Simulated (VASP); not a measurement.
Write the native input for VASP 6.6.1 that does the following.

| Property | Result |
| --- | --- |
| Task | density of states |
| Functional | PBEsol |
| Potentials or basis | VASP PAW PBE potentials, release 64 (In_d, P) |
| Cutoff | 520 eV |
| k mesh | 10 × 10 × 10 |
| Occupations | gaussian, width 0.02 eV |
| Spin | no spin polarisation |
| Dipole correction | no |
| k mesh for the DOS | 15 × 15 × 15 |
| Occupations for the DOS | tetrahedron |
| Further INCAR settings | ALGO = Normal; EDIFF = 1e-06 |

InP:

```
In P
1.0
     0.00000    2.98003    2.98003
     2.98003    0.00000    2.98003
     2.98003    2.98003    0.00000
In P
1 1
Direct
  0.00000 0.00000 0.00000
  0.25000 0.25000 0.25000
```

One way to write it, as run:

POSCAR

```
InP
1.0
    0.0000000000      2.9800342118      2.9800342118
    2.9800342118      0.0000000000      2.9800342118
    2.9800342118      2.9800342118      0.0000000000
In P
1 1
Direct
    0.0000000000      0.0000000000      0.0000000000
    0.2500000000      0.2500000000      0.2500000000
```

INCAR.step1

```
SYSTEM = InP
ALGO = Normal ; EDIFF = 1E-6
ENCUT = 520 ; GGA = PS
ISIF = 2 ; ISMEAR = 0
LASPH = .True. ; LCHARG = .True.
LREAL = .False. ; LWAVE = .False.
NBANDS = 16 ; NELM = 60
PREC = Accurate ; SIGMA = 0.02
```

KPOINTS.step1

```
k-points
0
Gamma
  10 10 10
  0 0 0
```

INCAR.step2

```
SYSTEM = InP
ALGO = Normal ; EDIFF = 1E-6
ENCUT = 520 ; GGA = PS
ICHARG = 11 ; ISIF = 2
ISMEAR = -5 ; LASPH = .True.
LCHARG = .False. ; LORBIT = 11
LREAL = .False. ; LWAVE = .False.
NEDOS = 2001 ; NELM = 60
PREC = Accurate ; SIGMA = 0.02
```

KPOINTS.step2

```
k-points
0
Gamma
  15 15 15
  0 0 0
```

Potentials or basis: VASP PAW PBE potentials, release 64 (In_d, P).

Launch:

```console
$ cat potpaw_PBE.64/In_d/POTCAR potpaw_PBE.64/P/POTCAR > POTCAR
$ cp INCAR.step1 INCAR
$ cp KPOINTS.step1 KPOINTS
$ mpirun -np 1 vasp_std > vasp.out
$ cp INCAR.step2 INCAR
$ cp KPOINTS.step2 KPOINTS
$ mpirun -np 1 vasp_std > vasp.out
```

It gave:

The valence electrons inside the program's atomic spheres are In 11.45; P 2.48.

Caveat: spin-orbit coupling is left out, which moves the levels of the heavy elements.

It took 51 s on 1 thread of Intel(R) Xeon(R) Platinum 8488C (Sapphire Rapids), with other jobs on the host, peak memory 0.22 GiB.
